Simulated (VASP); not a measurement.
# Mo (Im-3m) in VASP: a series of runs

Mo is run at these levels: PBEsol+D4, RPBE+D4, PBE+D3(BJ); tasks: single point.

Everything below comes from runs of VASP 6.6.1. Logs are shortened: lines on timing, memory, paths and dates and some standing lists are left out, and cuts for length are marked.

## (1) The cell of the first run

It takes space group Im-3m (No. 229, cubic). Conventional cell: a = 3.116 Å, b = 3.116 Å, c = 3.116 Å, α = 90.00°, β = 90.00°, γ = 90.00°. Mo (site symmetry m-3m) has 14 Mo at 2.70 to 3.12 Å within 3.6 Å.

## (2) Single point, PBEsol+D4

The input, INCAR:

```
SYSTEM = Mo
PREC = Accurate
ENCUT = 520
EDIFF = 1E-6
ISMEAR = -1
SIGMA = 0.05
LREAL = .FALSE.
LASPH = .TRUE.
NELM = 60
ALGO = Normal
ISIF = 2
LWAVE = .FALSE.
LCHARG = .FALSE.
GGA = PS
IVDW = 13
NBANDS = 13
```

The input, KPOINTS:

```
regular mesh
0
G
  12 12 12
  0 0 0
```

The input, POSCAR:

```
Mo
1.0
   -1.5582314175      1.5582314175      1.5582314175
    1.5582314175     -1.5582314175      1.5582314175
    1.5582314175      1.5582314175     -1.5582314175
Mo
1
Direct
    0.0000000000      0.0000000000      0.0000000000
```

Potentials or basis: VASP PAW PBE potentials, release 64 (Mo_sv).

Run with:

```
$ cat potpaw_PBE.64/Mo_sv/POTCAR > POTCAR
$ mpirun -np 1 vasp_std > vasp.out
```

OUTCAR:

```text
SYSTEM = Mo
   PREC = Accurate
   ENCUT = 520
   EDIFF = 1E-6
   ISMEAR = -1
   LREAL = .FALSE.
   LASPH = .TRUE.
   NELM = 60
   ISIF = 2
   GGA = PS
   IVDW = 13

 ion  position               nearest neighbor table
   1  0.000  0.000  0.000-

  LATTYP: Found a body centered cubic cell.
 ALAT       =     3.1164628350

  Lattice vectors:

 A1 = (  -1.5582314175,   1.5582314175,   1.5582314175)
 A2 = (   1.5582314175,  -1.5582314175,   1.5582314175)
 A3 = (   1.5582314175,   1.5582314175,  -1.5582314175)

Analysis of symmetry for initial positions (statically):
=====================================================================
 Subroutine PRICEL returns:
 Original cell was already a primitive cell.

 Routine SETGRP: Setting up the symmetry group for a
 body centered cubic supercell.

 Subroutine GETGRP returns: Found 48 space group operations
 (whereof 48 operations were pure point group operations)
 out of a pool of 48 trial point group operations.

The static configuration has the point symmetry O_h .

Analysis of symmetry for dynamics (positions and initial velocities):
=====================================================================
 Subroutine PRICEL returns:
 Original cell was already a primitive cell.

 Routine SETGRP: Setting up the symmetry group for a
 body centered cubic supercell.

 Subroutine GETGRP returns: Found 48 space group operations
 (whereof 48 operations were pure point group operations)
 out of a pool of 48 trial point group operations.

The dynamic configuration has the point symmetry O_h .

 Subroutine INISYM returns: Found 48 space group operations
 (whereof 48 operations are pure point group operations),
 and found     1 'primitive' translations

----------------------------------------------------------------------------------------

                                     Primitive cell

  volume of cell :      15.1341

  direct lattice vectors                    reciprocal lattice vectors
    -1.558231418  1.558231418  1.558231418     0.000000000  0.320876600  0.320876600
     1.558231418 -1.558231418  1.558231418     0.320876600  0.000000000  0.320876600
     1.558231418  1.558231418 -1.558231418     0.320876600  0.320876600  0.000000000

  length of vectors
     2.698935985  2.698935985  2.698935985     0.453788040  0.453788040  0.453788040

  position of ions in fractional coordinates (direct lattice)
     0.000000000  0.000000000  0.000000000

  ion indices of the primitive-cell ions
   primitive index   ion index
                 1           1

----------------------------------------------------------------------------------------

 KPOINTS: regular mesh

Automatic generation of k-mesh.
 Grid dimensions read from file:
 generate k-points for:   12   12   12

 Generating k-lattice:

  Cartesian coordinates                     Fractional coordinates (reciprocal lattice)
     0.000000000  0.026739717  0.026739717     0.083333333  0.000000000  0.000000000
     0.026739717  0.000000000  0.026739717     0.000000000  0.083333333  0.000000000
     0.026739717  0.026739717  0.000000000     0.000000000  0.000000000  0.083333333

  Length of vectors
     0.037815670  0.037815670  0.037815670

  Shift w.r.t. Gamma in fractional coordinates (k-lattice)
     0.000000000  0.000000000  0.000000000

 Subroutine IBZKPT returns following result:
 ===========================================

 Found     72 irreducible k-points:

 Following reciprocal coordinates:
            Coordinates               Weight
  0.000000  0.000000  0.000000      1.000000
  0.083333  0.000000  0.000000     12.000000
  0.166667  0.000000  0.000000     12.000000
  0.250000  0.000000  0.000000     12.000000
  0.333333  0.000000  0.000000     12.000000
  0.416667  0.000000  0.000000     12.000000
[... 16 lines left out ...]
  0.333333  0.083333  0.083333     24.000000
  0.416667  0.083333  0.083333     12.000000
 [... further k-points ...]
   k-points           NKPTS =     72   k-points in BZ     NKDIM =     72   number of bands    NBANDS=     13
   number of dos      NEDOS =    301   number of ions     NIONS =      1
   total plane-waves  NPLWV =   8000
   dimension x,y,z NGX =    20 NGY =   20 NGZ =   20
   dimension x,y,z NGXF=    40 NGYF=   40 NGZF=   40
   ions per type =               1
   NGX,Y,Z   is equivalent  to a cutoff of  12.32, 12.32, 12.32 a.u.
   NGXF,Y,Z  is equivalent  to a cutoff of  24.64, 24.64, 24.64 a.u.
 SYSTEM =  Mo
   PREC   = accura    normal or accurate (medium, high low for compatibility)
   ISTART =      0    job   : 0-new  1-cont  2-samecut
   ICHARG =      2    charge: 1-file 2-atom 10-const
   ISPIN  =      1    spin polarized calculation?
   LNONCOLLINEAR =      F non collinear calculations
   LSORBIT =      F    spin-orbit coupling
   LASPH  =      T    aspherical Exc in radial PAW
   ENCUT  =  520.0 eV  38.22 Ry    6.18 a.u.   5.02  5.02  5.02*2*pi/ulx,y,z
   NELM   =     60;   NELMIN=  2; NELMDL= -5     # of ELM steps
   EDIFF  = 0.1E-05   stopping-criterion for ELM
   LREAL  =      F    real-space projection
   EDIFFG = 0.1E-04   stopping-criterion for IOM
   NSW    =      0    number of steps for IOM
   IBRION =     -1    ionic relax: 0-MD 1-quasi-New 2-CG
   NFREE  =      0    steps in history (QN), initial steepest desc. (CG)
   ISIF   =      2    stress and relaxation
   ISYM   =      2    0-nonsym 1-usesym 2-fastsym
   POTIM  = 0.5000    time-step for ionic-motion
   TEBEG  =    0.0;   TEEND  =   0.0 temperature during run
   PSTRESS=    0.0 pullay stress
   NELECT =      14.0000    total number of electrons
   NUPDOWN=      -1.0000    fix difference up-down
   EMIN   =  10.00;   EMAX   =-10.00  energy-range for DOS
   EFERMI =   0.00;   METHOD = LEGACY
   ISMEAR =    -1;   SIGMA  =   0.05  broadening in eV -4-tet -1-fermi 0-gaus
   EFERMI_NEDOS =   21; number of points for ismear=-14 and -15
   IALGO  =     38    algorithm
   IMIX   =      4    mixing-type and parameters
     AMIX     =   0.40;   BMIX     =  1.00
     AMIX_MAG =   1.60;   BMIX_MAG =  1.00
  volume/ion in A,a.u.               =      15.13       102.13
  Fermi-wavevector in a.u.,A,eV,Ry     =   1.595140  3.014378 34.619651  2.544473
  Thomas-Fermi vector in A             =   2.693105
   LORBIT       =      0    0 simple, 1 ext, 2 COOP (PROOUT), +10 PAW based schemes
   GGA     = PS    functional components
   LHFCALC =     F    Hartree Fock is set to
   AEXX    =    0.0000 exact exchange contribution
   IVDW    =    13    specifies the selected vdW correction
   LEPSILON=     F    determine dielectric tensor
   LRPA    =     F    only Hartree local field effects (RPA)
 non-spin polarized calculation
  energy-cutoff  :      520.00
  volume of cell :       15.13
 maximum number of plane-waves:       420
   NGX =  9   NGY =  9   NGZ =  9

 number of electron      13.9999997 magnetization

 Free energy of the ion-electron system (eV)
  ---------------------------------------------------
  ext. energy  EPLUGINS =         0.00000000
  ---------------------------------------------------
  free energy    TOTEN  =       -11.79182924 eV

  energy without entropy =      -11.78966168  energy(sigma->0) =      -11.79074546

 E-fermi :  12.9298     XC(G=0): -13.7123

 val. band max:       12.8405829346   @ k =  -0.1667   0.2500   0.0833
 cond. band min:      12.9612871164   @ k =   0.5000   0.5000   0.0833
 fundamental gap:      0.1207041818
 Fermi energy:        12.9298483557

 k-point     1 :       0.0000    0.0000    0.0000
  band No.  band energies     occupation
      1     -48.2086      2.00000
      2     -21.4165      2.00000
      3     -21.4165      2.00000
      4     -21.4165      2.00000
      5       5.6026      2.00000
      6      11.5619      2.00000
      7      11.5619      2.00000
      8      11.5619      2.00000
      9      14.6974      0.00000
     10      14.6974      0.00000
     11      27.8464      0.00000
     12      27.8464      0.00000
     13      27.8464      0.00000

 k-point     2 :       0.0833    0.0000    0.0000
  band No.  band energies     occupation
      1     -48.1888      2.00000
      2     -21.5289      2.00000
      3     -21.4510      2.00000
      4     -21.4175      2.00000
      5       5.9188      2.00000
      6      11.3815      2.00000
      7      11.5271      2.00000
      8      11.8633      2.00000
      9      14.4426      0.00000
     10      14.7024      0.00000
     11      28.0822      0.00000
     12      28.3837      0.00000
     13      28.4834      0.00000

 k-point     3 :       0.1667    0.0000    0.0000
  band No.  band energies     occupation
      1     -48.1342      2.00000
      2     -21.8295      2.00000
      3     -21.5440      2.00000
      4     -21.4201      2.00000
      5       6.7460      2.00000
      6      10.9248      2.00000
      7      11.3692      2.00000
      8      12.7396      1.95647
      9      14.0940      0.00000
     10      14.7432      0.00000
     11      28.4365      0.00000
     12      29.6688      0.00000
     13      29.8994      0.00000
[... 305 lines left out ...]
 k-point    23 :       0.3333    0.0833    0.0833
  band No.  band energies     occupation
      1     -47.9171      2.00000
      2     -22.8086      2.00000
      3     -21.9383      2.00000
      4     -21.5330      2.00000
      5       8.1773      2.00000
      6       9.5154      2.00000
      7      12.6647      1.99009
      8      14.8476      0.00000
      9      15.3516      0.00000
     10      18.9233      0.00000
     11      25.4599      0.00000
     12      26.0205      0.00000
     13      29.9704      0.00000

 k-point    24 :       0.4167    0.0833    0.0833
  band No.  band energies     occupation
      1     -47.8985      2.00000
      2     -22.8765      2.00000
      3     -21.9874      2.00000
      4     -21.5365      2.00000
      5       8.0495      2.00000
      6       9.4250      2.00000
      7      13.3840      0.00023
      8      14.9235      0.00000
      9      15.4409      0.00000
     10      19.6597      0.00000
     11      24.4866      0.00000
     12      25.5978      0.00000
     13      29.4363      0.00000

 [... further k-points ...]

------------------------ aborting loop because EDIFF is reached ----------------------------------------

  DFT-D4 for vdW energy calculation

  Edisp (eV):   -0.36656

  FORCE on cell =-STRESS in cart. coord.  units (eV):
  Direction    XX          YY          ZZ          XY          YZ          ZX
  --------------------------------------------------------------------------------------
  -------------------------------------------------------------------------------------
  Total       0.05579     0.05579     0.05579     0.00000     0.00000     0.00000
  in kB       5.90674     5.90674     5.90674     0.00000     0.00000     0.00000
  external pressure =        5.91 kB  Pullay stress =        0.00 kB

 VOLUME and BASIS-vectors are now :
 -----------------------------------------------------------------------------
  energy-cutoff  :      520.00
  volume of cell :       15.13
      direct lattice vectors                 reciprocal lattice vectors
    -1.558231418  1.558231418  1.558231418     0.000000000  0.320876600  0.320876600
     1.558231418 -1.558231418  1.558231418     0.320876600  0.000000000  0.320876600
     1.558231418  1.558231418 -1.558231418     0.320876600  0.320876600  0.000000000

 POSITION                                       TOTAL-FORCE (eV/Angst)
 -----------------------------------------------------------------------------------
      0.00000      0.00000      0.00000         0.000000      0.000000      0.000000
 -----------------------------------------------------------------------------------
    total drift:                                0.000000     -0.000000      0.000000

  FREE ENERGIE OF THE ION-ELECTRON SYSTEM (eV)
  ---------------------------------------------------
  free  energy   TOTEN  =       -12.1583860840 eV

  energy  without entropy=      -12.1562185291  energy(sigma->0) =      -12.15730231
```

Wall time 16 s (1 thread of Intel Xeon 8259CL, shared host); peak memory 0.13 GiB.

Results:

```
Free energy                : -12.1584 eV
Pressure                   : 0.6 GPa
Band gap on the k mesh     : zero (band 7 reaches 17.19 eV, above the bottom of band 8 at 11.56 eV)
Dispersion energy per atom : -0.367 eV
```

Caveat: the PAW data sets were made with another functional, which shifts forces and pressure a little; pairwise dispersion overbinds metals, which lowers pressure and volume.

## (3) Single point, RPBE+D4

This run uses another cell than the first one, of 15.35 Å³/atom, 1.014 times its volume.

The input, INCAR:

```
SYSTEM = Mo
PREC = Accurate
ENCUT = 520
EDIFF = 1E-6
ISMEAR = -1
SIGMA = 0.05
LREAL = .FALSE.
LASPH = .TRUE.
NELM = 100
ALGO = Normal
ISIF = 2
LWAVE = .FALSE.
LCHARG = .TRUE.
GGA = RP
IVDW = 13
LELF = .TRUE.
LVHAR = .TRUE.
NBANDS = 13
```

The input, KPOINTS:

```
Automatic mesh
0
G
  12 12 12
  0 0 0
```

The input, POSCAR:

```
Mo
1.0
   -1.5655401943      1.5655401943      1.5655401943
    1.5655401943     -1.5655401943      1.5655401943
    1.5655401943      1.5655401943     -1.5655401943
Mo
1
Direct
    0.0000000000      0.0000000000      0.0000000000
```

Potentials or basis: VASP PAW PBE potentials, release 64 (Mo_sv).

Run with:

```
$ cat potpaw_PBE.64/Mo_sv/POTCAR > POTCAR
$ mpirun -np 1 vasp_std > vasp.out
```

Run time: 18 s. Hardware: 1 thread of Intel Xeon 8259CL, shared host; peak memory 0.13 GiB.

Results (log left out):

- Free energy: -11.4903 eV
- Pressure: 0.6 GPa
- Band gap on the k mesh: zero (band 7 reaches 17.03 eV, above the bottom of band 8 at 11.56 eV)
- Dispersion energy per atom: -1.137 eV

Levels at points of the mesh, in eV from the Fermi level:
```csv
k point,band 3,band 4,band 5,band 6,band 7,band 8,band 9,band 10,band 11,band 12
"(0.00, 0.00, 0.00)",-34.47,-34.47,-7.23,-1.35,-1.35,-1.35,1.75,1.75,14.90,14.90
"(0.50, 0.00, 0.00)",-34.94,-34.49,-5.38,-3.44,1.75,1.79,2.43,4.91,11.99,12.05
"(0.50, 0.50, 0.50)",-35.49,-35.49,-5.53,-5.53,4.12,4.12,4.12,9.27,9.27,9.27
```

Caveat: the PAW data sets were made with another functional, which shifts forces and pressure a little; pairwise dispersion overbinds metals, which lowers pressure and volume.

## (4) Single point, PBE+D3(BJ)

This run uses another cell than the first one, of 15.33 Å³/atom, 1.013 times its volume.

The input, INCAR:

```
PREC = Accurate
ENCUT = 520
EDIFF = 1E-7
ISMEAR = -1
SIGMA = 0.05
LREAL = False
LASPH = True
NELM = 80
ALGO = Normal
ISIF = 2
LWAVE = False
LCHARG = True
GGA = PE
IVDW = 12
LELF = True
LVHAR = True
NBANDS = 13
```

The input, KPOINTS:

```
Automatic mesh
0
Gamma
  12 12 12
```

The input, POSCAR:

```
Mo
1.0
   -1.5650574423      1.5650574423      1.5650574423
    1.5650574423     -1.5650574423      1.5650574423
    1.5650574423      1.5650574423     -1.5650574423
Mo
1
Direct
    0.0000000000      0.0000000000      0.0000000000
```

Run with:

```
$ cat potpaw_PBE.64/Mo_sv/POTCAR > POTCAR
$ mpirun -np 1 vasp_std > vasp.out
```

Run time: 19 s. Hardware: 1 thread of Intel Xeon 8259CL, shared host; peak memory 0.14 GiB.

The run converged. Its results:

```yaml
Free_energy: -11.6674 eV
Pressure: 0.6 GPa
Band_gap_on_the_k_mesh: zero (band 7 reaches 17.00 eV, above the bottom of band 8 at 11.50 eV)
Dispersion_energy_per_atom: -0.728 eV
```

Levels at points of the mesh, in eV from the Fermi level:
| k point | band 5 | band 6 | band 7 | band 8 | band 9 | band 10 |
| --- | --- | --- | --- | --- | --- | --- |
| (0.00, 0.00, 0.00) | -7.25 | -1.35 | -1.35 | -1.35 | 1.75 | 1.75 |
| (0.50, 0.00, 0.00) | -5.39 | -3.44 | 1.75 | 1.79 | 2.43 | 4.93 |
| (0.50, 0.50, 0.50) | -5.54 | -5.54 | 4.14 | 4.14 | 4.14 | 9.27 |

Caveat: pairwise dispersion overbinds metals, which lowers pressure and volume.

## (5) Summary

```csv
level,cell,gap on the mesh (eV),pressure (GPa)
PBEsol+D4,"a = 2.699 Å, angles 109.5°, 1 atom",none,0.6
RPBE+D4,"a = 2.712 Å, angles 109.5°, 1 atom",none,0.6
PBE+D3(BJ),"a = 2.711 Å, angles 109.5°, 1 atom",none,0.6
```

Alike in all rows: task single point; potentials or basis VASP PAW PBE potentials, release 64 (Mo_sv); no spin polarisation; k mesh 12 × 12 × 12; cutoff (eV) 520; smearing fermi-dirac 0.05 eV.

Caveats: pairwise dispersion overbinds metals, which lowers pressure and volume; the PAW data sets were made with another functional, which shifts forces and pressure a little (some runs).

Absolute energies hang on the potentials; compare differences alone.
